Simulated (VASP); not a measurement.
A run of VASP 6.6.1 is set up as follows.

The input INCAR:

```
SYSTEM = AlFe
PREC = Accurate
ENCUT = 520
EDIFF = 1E-6
ISMEAR = -1
SIGMA = 0.05
LREAL = .False.
LASPH = .True.
NELM = 150
ALGO = Normal
ISIF = 2
LWAVE = .False.
LCHARG = .False.
ISPIN = 2
MAGMOM = 3 0
LORBIT = 11
LMAXMIX = 4
NBANDS = 16
```

KPOINTS

```
Automatic mesh
0
Gamma
  9 9 9
  0 0 0
```

The input POSCAR:

```
AlFe
1.0
    2.9100000000      0.0000000000      0.0000000000
    0.0000000000      2.9100000000      0.0000000000
    0.0000000000      0.0000000000      2.9100000000
Fe Al
1 1
Direct
    0.5000000000      0.5000000000      0.5000000000
    0.0000000000      0.0000000000      0.0000000000
```

Potentials or basis: VASP PAW LDA potentials, release 64 (Fe, Al).

Launch:

```sh
$ cat potpaw_LDA.64/Fe/POTCAR potpaw_LDA.64/Al/POTCAR > POTCAR
$ mpirun -np 1 vasp_std > vasp.out
```

(1) Estimate the net moment.

(2) What does it give for the pressure?

Results:

(1) 0.58 μB per cell.

(2) -16.2 GPa.

Caveat: the cell stands under tension.
